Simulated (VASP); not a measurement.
A run of VASP 6.6.1 is set up as follows.

The input INCAR:

```
SYSTEM = GaAs
ALGO     = Normal         ! electronic algorithm
EDIFF    = 1E-6           ! SCF threshold, eV
ENCUT    = 520            ! plane-wave cutoff, eV
GGA      = PE             ! functional
ISIF     = 2              ! what is computed and relaxed
ISMEAR   = 0              ! smearing method
LASPH    = .TRUE.         ! aspherical terms in the spheres
LCHARG   = .FALSE.        ! write CHGCAR
LREAL    = .FALSE.        ! projectors in reciprocal space
LWAVE    = .FALSE.        ! write WAVECAR
NBANDS   = 16             ! bands
NELM     = 100            ! most SCF steps
PREC     = Accurate       ! precision mode
SIGMA    = 0.01           ! smearing width, eV
```

Contents of KPOINTS:

```
k-points
0
G
  4 4 4
  0 0 0
```

File POSCAR:

```
GaAs
1.0
    0.0000000000      2.8330831656      2.8330831656
    2.8330831656      0.0000000000      2.8330831656
    2.8330831656      2.8330831656      0.0000000000
Ga As
1 1
Direct
    0.0000000000      0.0000000000      0.0000000000
    0.2500000000      0.2500000000      0.2500000000
```

Potentials or basis: VASP PAW PBE potentials, release 64 (Ga_d, As).

The run is started by

```sh
$ cat potpaw_PBE.64/Ga_d/POTCAR potpaw_PBE.64/As/POTCAR > POTCAR
$ mpirun -np 1 vasp_std > vasp.out
```

Estimate the band gap on the k mesh.

0.46 eV, direct.

What does it give for the pressure?

3.2 GPa.

Caveat: the k points lie up to 0.48 Å⁻¹ apart.
